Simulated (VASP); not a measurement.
# TlCl in VASP: notebook, part 2 of 2

VASP 6.6.1. The steps go on from the part before.

## 3. Relaxation of the atoms, PBEsol (equal xy, yz and zx engineering shears of -0.5 %)

The input, INCAR:

```
ALGO     = Normal         # electronic algorithm
EDIFF    = 1E-7           # SCF threshold, eV
EDIFFG   = -0.002         # ionic threshold
ENCUT    = 450            # plane-wave cutoff, eV
GGA      = PS             # functional
GGA_COMPAT= False        
IBRION   = 2              # ionic algorithm
ISIF     = 2              # what is computed and relaxed
ISMEAR   = 0              # smearing method
LASPH    = True           # aspherical terms in the spheres
LCHARG   = False          # write CHGCAR
LREAL    = False          # projectors in reciprocal space
LWAVE    = False          # write WAVECAR
NELM     = 120            # most SCF steps
NELMIN   = 4            
NSW      = 50             # ionic steps
PREC     = Accurate       # precision mode
SIGMA    = 0.01           # smearing width, eV
```

The input, KPOINTS:

```
k-points
0
Gamma
  6 6 6
```

The input, POSCAR:

```
TlCl
1.0
    3.7693040770     -0.0094232602     -0.0094232602
   -0.0094232602      3.7693040770     -0.0094232602
   -0.0094232602     -0.0094232602      3.7693040770
Tl Cl
1 1
Direct
    0.0000000000      0.0000000000      0.0000000000
    0.5000000000      0.5000000000      0.5000000000
```

Potentials or basis: VASP PAW PBE potentials, release 64 (Tl_d, Cl).

Command:

```bash
$ cat potpaw_PBE.64/Tl_d/POTCAR potpaw_PBE.64/Cl/POTCAR > POTCAR
$ mpirun -np 1 vasp_std > vasp.out
```

OUTCAR:

```text
EDIFF = 1E-7
   EDIFFG = -0.002
   ENCUT = 450
   GGA = PS
   IBRION = 2
   ISIF = 2
   ISMEAR = 0
   LASPH = True
   LREAL = False
   NELM = 120
   NELMIN = 4
   NSW = 50
   PREC = Accurate

 ion  position               nearest neighbor table
   1  0.000  0.000  0.000-   2 3.25   2 3.25   2 3.27   2 3.27   2 3.27   2 3.27   2 3.27   2 3.27

   2  0.500  0.500  0.500-   1 3.25   1 3.25   1 3.27   1 3.27   1 3.27   1 3.27   1 3.27   1 3.27

  LATTYP: Found a trigonal (rhomboedric) cell.
 ALAT       =     3.7693276351
 COS(alpha) =    -0.0049936876

  Lattice vectors:

 A1 = (   3.7693040770,  -0.0094232602,  -0.0094232602)
 A2 = (  -0.0094232602,   3.7693040770,  -0.0094232602)
 A3 = (  -0.0094232602,  -0.0094232602,   3.7693040770)

Analysis of symmetry for initial positions (statically):
=====================================================================
 Subroutine PRICEL returns:
 Original cell was already a primitive cell.

 Routine SETGRP: Setting up the symmetry group for a
 trigonal (rhombohedral) supercell.

 Subroutine GETGRP returns: Found 12 space group operations
 (whereof 12 operations were pure point group operations)
 out of a pool of 12 trial point group operations.

The static configuration has the point symmetry D_3d.

Analysis of symmetry for dynamics (positions and initial velocities):
=====================================================================
 Subroutine PRICEL returns:
 Original cell was already a primitive cell.

 Routine SETGRP: Setting up the symmetry group for a
 trigonal (rhombohedral) supercell.

 Subroutine GETGRP returns: Found 12 space group operations
 (whereof 12 operations were pure point group operations)
 out of a pool of 12 trial point group operations.

The dynamic configuration has the point symmetry D_3d.

 Subroutine INISYM returns: Found 12 space group operations
 (whereof 12 operations are pure point group operations),
 and found     1 'primitive' translations

----------------------------------------------------------------------------------------

                                     Primitive cell

  volume of cell :      53.5520

  direct lattice vectors                    reciprocal lattice vectors
     3.769304077 -0.009423260 -0.009423260     0.265304287  0.000664923  0.000664923
    -0.009423260  3.769304077 -0.009423260     0.000664923  0.265304287  0.000664923
    -0.009423260 -0.009423260  3.769304077     0.000664923  0.000664923  0.265304287

  length of vectors
     3.769327635  3.769327635  3.769327635     0.265305954  0.265305954  0.265305954

  position of ions in fractional coordinates (direct lattice)
     0.000000000  0.000000000  0.000000000
     0.500000000  0.500000000  0.500000000

  ion indices of the primitive-cell ions
   primitive index   ion index
                 1           1
                 2           2

----------------------------------------------------------------------------------------

 KPOINTS: k-points

Automatic generation of k-mesh.
 Grid dimensions read from file:
 generate k-points for:    6    6    6

 Generating k-lattice:

  Cartesian coordinates                     Fractional coordinates (reciprocal lattice)
     0.044217381  0.000110821  0.000110821     0.166666667  0.000000000  0.000000000
     0.000110821  0.044217381  0.000110821     0.000000000  0.166666667  0.000000000
     0.000110821  0.000110821  0.044217381     0.000000000  0.000000000  0.166666667
[... 40 lines left out ...]
   number of dos      NEDOS =    301   number of ions     NIONS =      2
   total plane-waves  NPLWV =  21952
   dimension x,y,z NGX =    28 NGY =   28 NGZ =   28
   dimension x,y,z NGXF=    56 NGYF=   56 NGZF=   56
   ions per type =               1   1
   NGX,Y,Z   is equivalent  to a cutoff of  12.35, 12.35, 12.35 a.u.
   NGXF,Y,Z  is equivalent  to a cutoff of  24.70, 24.70, 24.70 a.u.
 SYSTEM =  unknown system
   PREC   = accura    normal or accurate (medium, high low for compatibility)
   ISTART =      0    job   : 0-new  1-cont  2-samecut
   ICHARG =      2    charge: 1-file 2-atom 10-const
   ISPIN  =      1    spin polarized calculation?
   LNONCOLLINEAR =      F non collinear calculations
   LSORBIT =      F    spin-orbit coupling
   LASPH  =      T    aspherical Exc in radial PAW
   ENCUT  =  450.0 eV  33.07 Ry    5.75 a.u.   6.52  6.52  6.52*2*pi/ulx,y,z
   NELM   =    120;   NELMIN=  4; NELMDL= -5     # of ELM steps
   EDIFF  = 0.1E-06   stopping-criterion for ELM
   LREAL  =      F    real-space projection
   EDIFFG = -.2E-02   stopping-criterion for IOM
   NSW    =     50    number of steps for IOM
   IBRION =      2    ionic relax: 0-MD 1-quasi-New 2-CG
   NFREE  =      1    steps in history (QN), initial steepest desc. (CG)
   ISIF   =      2    stress and relaxation
   ISYM   =      2    0-nonsym 1-usesym 2-fastsym
   POTIM  = 0.5000    time-step for ionic-motion
   TEBEG  =    0.0;   TEEND  =   0.0 temperature during run
   PSTRESS=    0.0 pullay stress
   NELECT =      20.0000    total number of electrons
   NUPDOWN=      -1.0000    fix difference up-down
   EMIN   =  10.00;   EMAX   =-10.00  energy-range for DOS
   EFERMI =   0.00;   METHOD = LEGACY
   ISMEAR =     0;   SIGMA  =   0.01  broadening in eV -4-tet -1-fermi 0-gaus
   EFERMI_NEDOS =   21; number of points for ismear=-14 and -15
   IALGO  =     38    algorithm
   IMIX   =      4    mixing-type and parameters
     AMIX     =   0.40;   BMIX     =  1.00
     AMIX_MAG =   1.60;   BMIX_MAG =  1.00
  volume/ion in A,a.u.               =      26.78       180.69
  Fermi-wavevector in a.u.,A,eV,Ry     =   1.178944  2.227880 18.910848  1.389908
  Thomas-Fermi vector in A             =   2.315263
   LORBIT       =      0    0 simple, 1 ext, 2 COOP (PROOUT), +10 PAW based schemes
   GGA     = PS    functional components
   LHFCALC =     F    Hartree Fock is set to
   AEXX    =    0.0000 exact exchange contribution
   IVDW    =     0    specifies the selected vdW correction
   LEPSILON=     F    determine dielectric tensor
   LRPA    =     F    only Hartree local field effects (RPA)
 conjugate gradient relaxation of ions
 non-spin polarized calculation
 Gauss-broadening in eV      SIGMA  =   0.01
  energy-cutoff  :      450.00
  volume of cell :       53.55
 maximum number of plane-waves:      1189
 NGX is ok and might be reduce to    28
   NGX = 13   NGY = 13   NGZ = 13

 number of electron      20.0000007 magnetization

 Free energy of the ion-electron system (eV)
  ---------------------------------------------------
  ext. energy  EPLUGINS =         0.00000000
  ---------------------------------------------------
  free energy    TOTEN  =        -6.46909715 eV

  energy without entropy =       -6.46909715  energy(sigma->0) =       -6.46909715

 E-fermi :   3.2453     XC(G=0):  -9.6199

 val. band max:        3.2001732904   @ k =   0.5000   0.0000   0.0000
 cond. band min:       4.9996925416   @ k =   0.5000   0.0000   0.0000
 fundamental gap:      1.7995192513
 Fermi energy:         3.2453044799

 k-point     1 :       0.0000    0.0000    0.0000
  band No.  band energies     occupation
      1     -10.9071      2.00000
      2      -6.8285      2.00000
      3      -6.8285      2.00000
      4      -6.5414      2.00000
      5      -6.5414      2.00000
      6      -6.5403      2.00000
      7      -1.5661      2.00000
      8       1.3855      2.00000
      9       1.4175      2.00000
     10       1.4175      2.00000
     11      10.7298      0.00000
     12      10.7298      0.00000
     13      11.1109      0.00000
     14      11.1109      0.00000
[... 377 lines left out ...]
      1     -10.4584      2.00000
      2      -6.6773      2.00000
      3      -6.6668      2.00000
      4      -6.6294      2.00000
      5      -6.5893      2.00000
      6      -6.5063      2.00000
      7      -1.3257      2.00000
      8       0.3440      2.00000
      9       1.4144      2.00000
     10       1.5912      2.00000
     11       7.0266      0.00000
     12       7.3706      0.00000
     13       9.8147      0.00000
     14      12.6601      0.00000

 [... further k-points ...]
[... 5 lines left out ...]
  --------------------------------------------------------------------------------------
  -------------------------------------------------------------------------------------
  Total       -0.0109029     -0.0109029     -0.0109029      0.0186384      0.0186384      0.0186384
  in kB       -0.3261938     -0.3261938     -0.3261938      0.5576281      0.5576281      0.5576281
  external PRESSURE =      -0.3261938 kB  Pullay stress =       0.0000000 kB

 VOLUME and BASIS-vectors are now :
 -----------------------------------------------------------------------------
  energy-cutoff  :      450.00
  volume of cell :       53.55
      direct lattice vectors                 reciprocal lattice vectors
     3.769304077 -0.009423260 -0.009423260     0.265304287  0.000664923  0.000664923
    -0.009423260  3.769304077 -0.009423260     0.000664923  0.265304287  0.000664923
    -0.009423260 -0.009423260  3.769304077     0.000664923  0.000664923  0.265304287

 POSITION                                       TOTAL-FORCE (eV/Angst)
 -----------------------------------------------------------------------------------
      0.00000      0.00000      0.00000        -0.000000     -0.000000      0.000000
      1.87523      1.87523      1.87523         0.000000      0.000000      0.000000
 -----------------------------------------------------------------------------------
    total drift:                               -0.000000      0.000000      0.000000

  FREE ENERGIE OF THE ION-ELECTRON SYSTEM (eV)
  ---------------------------------------------------
  free  energy   TOTEN  =        -6.4690971530 eV

  energy  without entropy=       -6.4690971530  energy(sigma->0) =       -6.46909715

 reached required accuracy - stopping structural energy minimisation
```

Wall time 24 s (1 thread of Intel Xeon 8259CL, shared host); peak memory 0.16 GiB.

What came out:

```yaml
Free_energy: -6.4691 eV
Pressure_after_relaxing: 0.0 GPa
Band_gap_on_the_k_mesh: 1.80 eV
```

Final structure:
```yaml
crystal:
  lattice:
    - [3.76930, -0.00942, -0.00942]
    - [-0.00942, 3.76930, -0.00942]
    - [-0.00942, -0.00942, 3.76930]
  atoms:
    - { symbol: Tl, position: [0.00000, 0.00000, 0.00000] }
    - { symbol: Cl, position: [0.50000, 0.50000, 0.50000] }
```

Caveat: the cell differs from its parent crystal (equal xy, yz and zx engineering shears of -0.5 %); the relaxation stopped at its first step, so nothing moved; the PAW data sets were made with another functional, which shifts forces and pressure a little; spin-orbit coupling is left out, which moves the levels of the heavy elements. A k mesh can miss the band edges.

## 4. Relaxation of the atoms, PBEsol (equal xy, yz and zx engineering shears of +0.5 %)

The input, INCAR:

```
PREC = Accurate ; ENCUT = 450
EDIFF = 1E-7 ; ISMEAR = 0
SIGMA = 0.01 ; LREAL = False
LASPH = True ; NELM = 120
ALGO = Normal ; ISIF = 2
LWAVE = False ; LCHARG = False
GGA = PS ; IBRION = 2
NSW = 50 ; EDIFFG = -0.002
GGA_COMPAT = False ; NELMIN = 4
```

The input, KPOINTS:

```
regular mesh
0
Gamma
  6 6 6
```

The input, POSCAR:

```
TlCl
1.0
    3.7693040770      0.0094232602      0.0094232602
    0.0094232602      3.7693040770      0.0094232602
    0.0094232602      0.0094232602      3.7693040770
Tl Cl
1 1
Direct
    0.0000000000      0.0000000000      0.0000000000
    0.5000000000      0.5000000000      0.5000000000
```

Command:

```bash
$ cat potpaw_PBE.64/Tl_d/POTCAR potpaw_PBE.64/Cl/POTCAR > POTCAR
$ mpirun -np 1 vasp_std > vasp.out
```

Wall time 23 s (1 thread of Intel Xeon 8259CL, shared host); peak memory 0.16 GiB.

The run converged. Its results:

| Quantity | Value |
| --- | --- |
| Free energy | -6.4691 eV |
| Pressure after relaxing | 0.0 GPa |
| Band gap on the k mesh | 1.80 eV |

Stress tensor (GPa, compression positive):
```
-0.03 -0.05 -0.05
-0.05 -0.03 -0.05
-0.05 -0.05 -0.03
```

Final structure:
```
Tl Cl
1.0
     3.76930    0.00942    0.00942
     0.00942    3.76930    0.00942
     0.00942    0.00942    3.76930
Tl Cl
1 1
Direct
  0.00000 0.00000 0.00000
  0.50000 0.50000 0.50000
```

Levels at points of the mesh, in eV from the valence-band top:
```
           k point  band 7  band 8  band 9  band 10  band 11  band 12  band 13  band 14
(0.00, 0.00, 0.00)   -4.77   -1.80   -1.80    -1.77     7.53     7.53     7.89     7.95
(0.50, 0.00, 0.00)   -5.86   -1.30   -1.29     0.00     1.80     6.45     6.48     8.41
(0.50, 0.50, 0.00)   -3.52   -3.43   -3.42    -1.26     4.82     4.86     8.23     8.61
(0.50, 0.50, 0.50)   -2.33   -2.30   -2.30    -2.14     2.16     2.21     2.21    12.89
```

Caveat: the cell differs from its parent crystal (equal xy, yz and zx engineering shears of +0.5 %); the relaxation stopped at its first step, so nothing moved; the PAW data sets were made with another functional, which shifts forces and pressure a little; spin-orbit coupling is left out, which moves the levels of the heavy elements.

## 5. Overview

```tsv
task	cell	cutoff (eV)	gap on the mesh (eV)	pressure (GPa)
single point	a = 3.769, b = 3.769, c = 3.788 Å, 2 atoms	500	1.80	-0.2
relaxation of the atoms	atoms relaxed from a = 3.769 Å, angles 90.3°, 2 atoms	450	1.80	0.0
relaxation of the atoms	atoms relaxed from a = 3.769 Å, angles 89.7°, 2 atoms	450	1.80	0.0
```

Alike in all rows: level PBEsol; potentials or basis VASP PAW PBE potentials, release 64 (Tl_d, Cl); no spin polarisation; k mesh 6 × 6 × 6; smearing gaussian 0.01 eV.

Caveats: the PAW data sets were made with another functional, which shifts forces and pressure a little; spin-orbit coupling is left out, which moves the levels of the heavy elements; the relaxation stopped at its first step, so nothing moved (at least some runs).

Total energies depend on the potentials used, so only differences within one code and one set of settings carry meaning.
